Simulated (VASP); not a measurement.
Ir3C2:

```
Ir C
1.0
     4.01390    0.00000    0.00000
    -2.00695    3.47614    0.00000
     0.00000    0.00000    4.65301
Ir C
3 2
Direct
  0.50000 0.00000 0.63948
  0.00000 0.50000 0.63948
  0.50000 0.50000 0.63948
  0.66667 0.33333 0.29292
  0.33333 0.66667 0.29292
```

| Quantity | Value |
| --- | --- |
| Program | VASP 6.6.1 |
| Task | relaxation of cell and atoms |
| Functional | PBE |
| Potentials or basis | VASP PAW PBE potentials, release 64 (Ir, C) |
| Cutoff | 600 eV |
| k mesh | 6 × 6 × 4 |
| Occupations | gaussian, width 0.1 eV |
| Spin | no spin polarisation |

At the start: pressure 224.4 GPa; volume 12.98 Å³/atom.

Task: Where does the relaxation end?

Result: Over 34 steps the energy falls by 6381.8 meV/atom and the volume is 14.77 Å³/atom (+13.7 %); space group P6/mmm (No. 191, to 0.05 Å).

The path:
```
step  energy change (eV)  largest force (eV/Å)  pressure (GPa)  volume (Å³)
   1              0.0000                4.5517          224.37        64.92
   2             15.2241                1.7356          -25.06       373.79
   3            -17.1803                4.6693          -25.12       154.85
   4            -20.3822                4.9073          -25.55       136.20
   5            -23.7956                4.2959            4.77        96.92
   6            -23.9562                4.8006          -13.61       108.69
   7            -24.1038                4.6765           -8.64       104.53
   8            -24.1104                4.6433           -7.38       103.63
   9            -27.7376                1.1766            3.45        94.91
  10            -27.7531                1.5766            5.11        94.40
  11            -28.1325                0.8326          -12.55        99.77
  12            -28.1406                0.4766           -9.89        98.82
  13            -28.5335                0.1772          -10.82        96.40
  14            -30.1894                1.4179          -10.22        87.37
  15              8.3452                1.3822          274.27        60.59
  16            -30.1438                2.1142           -5.90        86.59
  17            -30.2813                2.5484            1.01        82.71
  18            -30.3351                2.3932           -2.50        84.26
  19            -30.3074                1.8792            3.11        79.93
  20            -30.4594                2.1480           -0.92        82.24
  21            -30.9485                1.4152           -4.67        80.72
  22            -31.7148                0.4322           -7.79        77.24
  23            -29.8228                5.2554           36.88        70.41
  24            -31.8150                0.1724           -6.99        76.44
  25            -31.8721                0.2961           -3.38        75.11
  26            -31.8728                0.2138           -4.04        75.29
  27            -31.8486                0.3443            7.82        71.83
  28            -31.8949                0.2647            0.52        73.85
  29            -31.9035                0.1674           -0.24        73.89
  30            -31.9035                0.1614           -0.29        73.89
  31            -31.9075                0.0776            0.38        73.70
  32            -31.9081                0.0283            0.79        73.60
  33            -31.9079                0.0310           -0.92        74.11
  34            -31.9089                0.0002           -0.02        73.83
```

Final structure:
```cif
data_structure
_symmetry_space_group_name_H-M 'P 1'
_symmetry_Int_Tables_number 1
_cell_length_a 5.5660
_cell_length_b 5.5660
_cell_length_c 2.7519
_cell_angle_alpha 90.000
_cell_angle_beta 90.000
_cell_angle_gamma 120.000
_cell_volume 73.83
loop_
_atom_site_label
_atom_site_type_symbol
_atom_site_fract_x
_atom_site_fract_y
_atom_site_fract_z
_atom_site_occupancy
Ir1 Ir 0.50000 0.00000 0.70085 1
Ir2 Ir 0.00000 0.50000 0.70085 1
Ir3 Ir 0.50000 0.50000 0.70085 1
C1 C 0.66667 0.33333 0.20086 1
C2 C 0.33333 0.66667 0.20086 1
```
